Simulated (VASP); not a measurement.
## ScAl: single point with LDA

ScAl:

```
CELL_PARAMETERS angstrom
3.37035 0.00000 0.00000
0.00000 3.37035 0.00000
0.00000 0.00000 3.37035
ATOMIC_POSITIONS crystal
Sc 0.50000 0.50000 0.50000
Al 0.00000 0.00000 0.00000
```

| Quantity | Value |
| --- | --- |
| Program | VASP 6.6.1 |
| Task | single point |
| Functional | LDA |
| Potentials or basis | VASP PAW LDA potentials, release 64 (Sc_sv, Al) |
| Cutoff | 520 eV |
| k mesh | 4 × 4 × 4 |
| Occupations | methfessel-paxton, width 0.1 eV |
| Spin | no spin polarisation |

```json
{
 "Pressure": "-3.8 GPa",
 "Band gap on the k mesh": "zero (band 7 reaches 6.00 eV, above the bottom of band 8 at 4.96 eV)"
}
```

Levels at points of the mesh, in eV from the Fermi level:
| k point | band 4 | band 5 | band 6 | band 7 | band 8 | band 9 | band 10 | band 11 |
| --- | --- | --- | --- | --- | --- | --- | --- | --- |
| (0.00, 0.00, 0.00) | -27.59 | -8.11 | -0.44 | -0.44 | 2.85 | 2.85 | 2.85 | 4.05 |
| (0.50, 0.00, 0.00) | -27.58 | -5.32 | -4.22 | 0.46 | 0.98 | 0.98 | 3.08 | 3.95 |
| (0.50, 0.50, 0.00) | -27.56 | -4.41 | -1.48 | -1.48 | -0.58 | 1.71 | 1.71 | 3.82 |
| (0.50, 0.50, 0.50) | -27.72 | -2.25 | -2.25 | -2.25 | -0.19 | 3.25 | 3.25 | 3.25 |

Run time: 2.7 s on 1 thread of Intel(R) Xeon(R) 6975P-C (Granite Rapids), on a shared host, peak memory 0.13 GiB.

Caveat: the k points lie up to 0.47 Å⁻¹ apart.
